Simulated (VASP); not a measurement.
# AgCl (Fm-3m) in VASP: elastic constants with PBEsol

Aim: the elastic constants of AgCl with PBEsol.

Program: VASP 6.6.1. These are calculated values, not measurements. Logs are shortened: lines on timing, memory, paths and dates and some standing lists are left out, and cuts for length are marked.

## (1) The cell of the first run

The structure is cubic, space group Fm-3m (No. 225). The conventional cell has a = 5.362 Å, b = 5.362 Å, c = 5.362 Å, α = 90.00°, β = 90.00°, γ = 90.00°. Ag (site symmetry m-3m) has 6 Cl at 2.68 Å within 3.5 Å. Within 3.5 Å of Cl (site symmetry m-3m) lie 6 Ag at 2.68 Å.

## (2) Elastic constants, PBEsol

The input, INCAR:

```
PREC = Accurate ; ENCUT = 600
EDIFF = 1E-8 ; ISMEAR = 0
SIGMA = 0.01 ; LREAL = False
LASPH = True ; NELM = 100
ALGO = Normal ; ISIF = 3
LWAVE = False ; LCHARG = True
GGA = PS ; IBRION = 6
NFREE = 2 ; POTIM = 0.015
NSW = 1
```

The input, KPOINTS:

```
Automatic mesh
0
Gamma
  10 10 10
```

The input, POSCAR:

```
AgCl
1.0
    0.0000000000      2.6811000000      2.6811000000
    2.6811000000      0.0000000000      2.6811000000
    2.6811000000      2.6811000000      0.0000000000
Ag Cl
1 1
Direct
    0.0000000000      0.0000000000      0.0000000000
    0.5000000000      0.5000000000      0.5000000000
```

Potentials or basis: VASP PAW PBE potentials, release 64 (Ag, Cl).

Command:

```console
cat potpaw_PBE.64/Ag/POTCAR potpaw_PBE.64/Cl/POTCAR > POTCAR
mpirun -np 1 vasp_std > vasp.out
```

OUTCAR:

```text
PREC = Accurate
   ENCUT = 600
   EDIFF = 1E-8
   ISMEAR = 0
   LREAL = False
   LASPH = True
   NELM = 100
   ISIF = 3
   GGA = PS
   IBRION = 6
   NFREE = 2
   POTIM = 0.015
   NSW = 1

 ion  position               nearest neighbor table
   1  0.000  0.000  0.000-   2 2.68   2 2.68   2 2.68   2 2.68   2 2.68   2 2.68
   2  0.500  0.500  0.500-   1 2.68   1 2.68   1 2.68   1 2.68   1 2.68   1 2.68

  LATTYP: Found a face centered cubic cell.
 ALAT       =     5.3622000000

  Lattice vectors:

 A1 = (   0.0000000000,   2.6811000000,   2.6811000000)
 A2 = (   2.6811000000,   0.0000000000,   2.6811000000)
 A3 = (   2.6811000000,   2.6811000000,   0.0000000000)

Analysis of symmetry for initial positions (statically):
=====================================================================
 Subroutine PRICEL returns:
 Original cell was already a primitive cell.

 Routine SETGRP: Setting up the symmetry group for a
 face centered cubic supercell.

 Subroutine GETGRP returns: Found 48 space group operations
 (whereof 48 operations were pure point group operations)
 out of a pool of 48 trial point group operations.

The static configuration has the point symmetry O_h .

Analysis of symmetry for dynamics (positions and initial velocities):
=====================================================================
 Subroutine PRICEL returns:
 Original cell was already a primitive cell.

 Routine SETGRP: Setting up the symmetry group for a
 face centered cubic supercell.

 Subroutine GETGRP returns: Found 48 space group operations
 (whereof 48 operations were pure point group operations)
 out of a pool of 48 trial point group operations.

The dynamic configuration has the point symmetry O_h .

 Subroutine INISYM returns: Found 48 space group operations
 (whereof 48 operations are pure point group operations),
 and found     1 'primitive' translations

----------------------------------------------------------------------------------------

                                     Primitive cell

  volume of cell :      38.5451

  direct lattice vectors                    reciprocal lattice vectors
     0.000000000  2.681100000  2.681100000    -0.186490620  0.186490620  0.186490620
     2.681100000  0.000000000  2.681100000     0.186490620 -0.186490620  0.186490620
     2.681100000  2.681100000  0.000000000     0.186490620  0.186490620 -0.186490620

  length of vectors
     3.791647982  3.791647982  3.791647982     0.323011228  0.323011228  0.323011228

  position of ions in fractional coordinates (direct lattice)
     0.000000000  0.000000000  0.000000000
     0.500000000  0.500000000  0.500000000

  ion indices of the primitive-cell ions
   primitive index   ion index
                 1           1
                 2           2

----------------------------------------------------------------------------------------

 KPOINTS: Automatic mesh

Automatic generation of k-mesh.
 Grid dimensions read from file:
 generate k-points for:   10   10   10

 Generating k-lattice:

  Cartesian coordinates                     Fractional coordinates (reciprocal lattice)
    -0.018649062  0.018649062  0.018649062     0.100000000  0.000000000  0.000000000
     0.018649062 -0.018649062  0.018649062     0.000000000  0.100000000  0.000000000
[... 108 lines left out ...]

------------------------ aborting loop because EDIFF is reached ----------------------------------------

  FORCE on cell =-STRESS in cart. coord.  units (eV):
  Direction    XX          YY          ZZ          XY          YZ          ZX
  --------------------------------------------------------------------------------------
  -------------------------------------------------------------------------------------
  Total        0.7121407      0.7121407      0.7121407      0.0000000     -0.0000000     -0.0000000
  in kB       29.6010659     29.6010659     29.6010659      0.0000000     -0.0000000     -0.0000000
  external PRESSURE =      29.6010659 kB  Pullay stress =       0.0000000 kB
[... 89 lines left out ...]
  FREE ENERGIE OF THE ION-ELECTRON SYSTEM (eV)
  ---------------------------------------------------
  free  energy   TOTEN  =        -6.0310468781 eV

  energy  without entropy=       -6.0310468781  energy(sigma->0) =       -6.03104688

[... ionic steps 4 to 14 ...]

--------------------------------------- Ionic step       15  -------------------------------------------

 number of electron      17.9999998 magnetization

------------------------ aborting loop because EDIFF is reached ----------------------------------------
[... 67 lines left out ...]
--------------------------------------- Ionic step       17  -------------------------------------------

 number of electron      17.9999997 magnetization

 Free energy of the ion-electron system (eV)
  ---------------------------------------------------
  ext. energy  EPLUGINS =         0.00000000
  ---------------------------------------------------
  free energy    TOTEN  =        -6.04456756 eV

  energy without entropy =       -6.04456756  energy(sigma->0) =       -6.04456756

 E-fermi :   5.1386     XC(G=0): -10.7525

 val. band max:        5.0710345836   @ k =   0.5000   0.0000   0.0000
 cond. band min:       5.7993861088   @ k =   0.0000   0.0000   0.0000
 fundamental gap:      0.7283515252
 Fermi energy:         5.1386390637

 k-point     1 :       0.0000    0.0000    0.0000
  band No.  band energies     occupation
      1     -10.8002      2.00000
      2       2.1241      2.00000
      3       2.1241      2.00000
      4       2.1323      2.00000
      5       2.1499      2.00000
      6       2.1793      2.00000
      7       2.3130      2.00000
      8       2.3130      2.00000
      9       2.3340      2.00000
     10       5.7994      0.00000
     11      15.7748      0.00000
     12      15.7756      0.00000
     13      15.7756      0.00000
[... 354 lines left out ...]
  band No.  band energies     occupation
      1     -10.2738      2.00000
      2      -0.3766      2.00000
      3       0.9986      2.00000
      4       1.1291      2.00000
      5       1.9736      2.00000
      6       2.5589      2.00000
      7       2.9013      2.00000
      8       3.0723      2.00000
      9       3.5613      2.00000
     10       8.2072      0.00000
     11      12.4584      0.00000
     12      13.0168      0.00000
     13      15.4541      0.00000

 [... further k-points ...]
[... 5 lines left out ...]
  --------------------------------------------------------------------------------------
  -------------------------------------------------------------------------------------
  Total        0.7164038      0.7123389      0.7123389     -0.0000000     -0.0000000      0.0000000
  in kB       29.7782662     29.6093065     29.6093065     -0.0000000     -0.0000000      0.0000000
  external PRESSURE =      29.6656264 kB  Pullay stress =       0.0000000 kB
[... 17 lines left out ...]
  FREE ENERGIE OF THE ION-ELECTRON SYSTEM (eV)
  ---------------------------------------------------
  free  energy   TOTEN  =        -6.0445675579 eV

  energy  without entropy=       -6.0445675579  energy(sigma->0) =       -6.04456756

 INTERNAL STRAIN TENSORS FROM STRAINED CELLS
 ============================================

 INTERNAL STRAIN TENSOR FOR ION    1 for displacements in x,y,z  (eV/Angst):
          X           Y           Z          XY          YZ          ZX
  --------------------------------------------------------------------------------
  x     0.00000     0.00000     0.00000     0.00000     0.00000    -0.00000
  y    -0.00000     0.00000    -0.00000    -0.00000     0.00000    -0.00000
  z    -0.00000    -0.00000    -0.00000     0.00000     0.00000    -0.00000

 INTERNAL STRAIN TENSORS FROM DISPLACED ATOMS
 ============================================

 INTERNAL STRAIN TENSOR FOR ION    1 for displacements in x,y,z  (eV/Angst):
          X           Y           Z          XY          YZ          ZX
  --------------------------------------------------------------------------------
  x     0.00000     0.00000     0.00000     0.00000     0.00000     0.00000
  y     0.00000     0.00000     0.00000     0.00000     0.00000     0.00000
  z     0.00000     0.00000     0.00000     0.00000     0.00000     0.00000

 INTERNAL STRAIN TENSOR FOR ION    2 for displacements in x,y,z  (eV/Angst):
          X           Y           Z          XY          YZ          ZX
  --------------------------------------------------------------------------------
  x     0.00000     0.00000     0.00000     0.00000     0.00000     0.00000
  y     0.00000     0.00000     0.00000     0.00000     0.00000     0.00000
  z     0.00000     0.00000     0.00000     0.00000     0.00000     0.00000

 Eigenvectors and eigenvalues of the dynamical matrix
 ----------------------------------------------------

   1 f  =    4.117320 THz    25.869886 2PiTHz  137.339017 cm-1    17.027860 meV
             X         Y         Z           dx          dy          dz
      0.000000  0.000000  0.000000     0.495528    0.035464   -0.013741
      2.681100  2.681100  2.681100    -0.865214   -0.061921    0.023992
[... 21 lines left out ...]
   6 f/i=    0.001780 THz     0.011182 2PiTHz    0.059361 cm-1     0.007360 meV
             X         Y         Z           dx          dy          dz
      0.000000  0.000000  0.000000    -0.746386   -0.441629    0.029624
      2.681100  2.681100  2.681100    -0.427473   -0.252931    0.016966

--------------------------------------------------------------------------------------------------------

 ELASTIC MODULI CONTR FROM IONIC RELAXATION (kBar)
 Direction    XX          YY          ZZ          XY          YZ          ZX
 --------------------------------------------------------------------------------
 XX           0.0000      0.0000      0.0000      0.0000      0.0000      0.0000
 YY           0.0000      0.0000      0.0000      0.0000      0.0000      0.0000
 ZZ           0.0000      0.0000      0.0000      0.0000      0.0000      0.0000
 XY           0.0000      0.0000      0.0000      0.0000      0.0000      0.0000
 YZ           0.0000      0.0000      0.0000      0.0000      0.0000      0.0000
 ZX           0.0000      0.0000      0.0000      0.0000      0.0000      0.0000
 --------------------------------------------------------------------------------

 TOTAL ELASTIC MODULI (kBar)
 Direction    XX          YY          ZZ          XY          YZ          ZX
 --------------------------------------------------------------------------------
 XX        1030.1503    528.4189    528.4189      0.0000     -0.0000      0.0000
 YY         528.4189   1030.1503    528.4189      0.0000      0.0000     -0.0000
 ZZ         528.4189    528.4189   1030.1503      0.0000     -0.0000     -0.0000
 XY           0.0000      0.0000      0.0000     28.4318     -0.0000      0.0000
 YZ          -0.0000      0.0000     -0.0000     -0.0000     28.4318      0.0000
 ZX           0.0000     -0.0000     -0.0000      0.0000      0.0000     28.4318
 --------------------------------------------------------------------------------
```

Wall time 21 min (1 thread of Oxide Virtual Turin-like, shared host); peak memory 0.39 GiB.

What came out:

- Elastic constants C11, C12, C44: 103, 53, 3 GPa
- Voigt bulk modulus: 70 GPa
- Highest phonon frequency at Γ, LO-TO splitting left out: 137 cm⁻¹

Phonon frequencies in cm⁻¹ (negative: imaginary):
```csv
q point,frequencies
"(0.000, 0.000, 0.000)",0 0 0 137 137 137
```

Elastic tensor in Voigt notation (GPa, in the Cartesian axes of the cell as first typed):
```
103  53  53   0   0   0
 53 103  53   0   0   0
 53  53 103   0   0   0
  0   0   0   3   0   0
  0   0   0   0   3   0
  0   0   0   0   0   3
```

Clamped-ion elastic tensor (GPa):
```
103  53  53   0   0   0
 53 103  53   0   0   0
 53  53 103   0   0   0
  0   0   0   3   0   0
  0   0   0   0   3   0
  0   0   0   0   0   3
```

Caveat: the cell is under stress, which shifts elastic constants; the PAW data sets were made with another functional, which shifts forces and pressure a little.
